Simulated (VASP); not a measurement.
A run of VASP 6.6.1 is set up as follows.

INCAR

```
SYSTEM = BN
ALGO = Normal
EDIFF = 1E-6
ENCUT = 520
ISIF = 2
ISMEAR = 0
LASPH = .TRUE.
LCHARG = .TRUE.
LELF = .TRUE.
LREAL = .FALSE.
LVHAR = .TRUE.
LWAVE = .FALSE.
NBANDS = 16
NELM = 100
PREC = Accurate
SIGMA = 0.05
```

KPOINTS

```
k-points
0
G
  12 12 4
  0 0 0
```

Contents of POSCAR:

```
BN
1.0
    2.4486520719      0.0000000000      0.0000000000
   -1.2243260360      2.1205948993      0.0000000000
    0.0000000000      0.0000000000      6.7075926207
B N
2 2
Direct
    0.3333333333      0.6666666667      0.2500000000
    0.6666666667      0.3333333333      0.7500000000
    0.3333333333      0.6666666667      0.7500000000
    0.6666666667      0.3333333333      0.2500000000
```

Potentials or basis: VASP PAW LDA potentials, release 64 (B, N).

Command:

```console
$ cat potpaw_LDA.64/B/POTCAR potpaw_LDA.64/N/POTCAR > POTCAR
$ mpirun -np 1 vasp_std > vasp.out
```

Task: Predict the band gap on the k mesh.

Result: 4.19 eV, indirect (least direct gap 4.66 eV).

Task: Estimate the pressure.

Result: 13.0 GPa.

Stress tensor (GPa, compression positive):
```
20.02  0.00  0.00
 0.00 20.02  0.00
 0.00  0.00 -0.92
```

 A k mesh can miss the band edges.
